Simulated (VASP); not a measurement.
Crystal: TiC.

```
CELL_PARAMETERS angstrom
3.06361 0.00000 0.00000
-1.53181 2.65317 0.00000
0.00000 0.00000 10.00774
ATOMIC_POSITIONS crystal
Ti 0.00000 0.00000 0.00000
Ti 0.33333 0.66667 0.25000
Ti 0.00000 0.00000 0.50000
Ti 0.66667 0.33333 0.75000
C 0.66667 0.33333 0.12500
C 0.66667 0.33333 0.37500
C 0.33333 0.66667 0.62500
C 0.33333 0.66667 0.87500
```

```yaml
Program: VASP 6.6.1
Task: relaxation of cell and atoms
Functional: PBE
Potentials_or_basis: VASP PAW PBE potentials, release 64 (Ti_sv, C)
Cutoff: 600 eV
k_mesh: 12 × 12 × 5
Occupations: gaussian, width 0.1 eV
Spin: no spin polarisation
```

At the start: pressure 0.8 GPa; volume 10.17 Å³/atom.

**Question.** How do energy, volume and symmetry change on relaxing?

**Answer.** Over 6 steps the energy falls by 6.6 meV/atom and the volume is 10.19 Å³/atom (+0.2 %); space group P6_3/mmc (No. 194, to 0.1 Å) before and after.

Step by step:
| step | energy change (eV) | largest force (eV/Å) | pressure (GPa) | volume (Å³) |
| --- | --- | --- | --- | --- |
| 1 | 0.0000 | 0.2094 | 0.77 | 81.35 |
| 2 | -0.0491 | 0.0731 | -1.11 | 81.90 |
| 3 | -0.0493 | 0.0906 | -1.16 | 81.93 |
| 4 | -0.0507 | 0.0483 | 1.28 | 81.10 |
| 5 | -0.0519 | 0.0658 | 0.27 | 81.44 |
| 6 | -0.0526 | 0.0065 | 0.05 | 81.51 |

Final structure:
```
CELL_PARAMETERS angstrom
3.10044 0.00000 0.00000
-1.55022 2.68506 0.00000
0.00000 0.00000 9.79171
ATOMIC_POSITIONS crystal
Ti 0.00000 0.00000 0.00000
Ti 0.33333 0.66667 0.25000
Ti 0.00000 0.00000 0.50000
Ti 0.66667 0.33333 0.75000
C 0.66667 0.33333 0.12449
C 0.66667 0.33333 0.37551
C 0.33333 0.66667 0.62449
C 0.33333 0.66667 0.87551
```
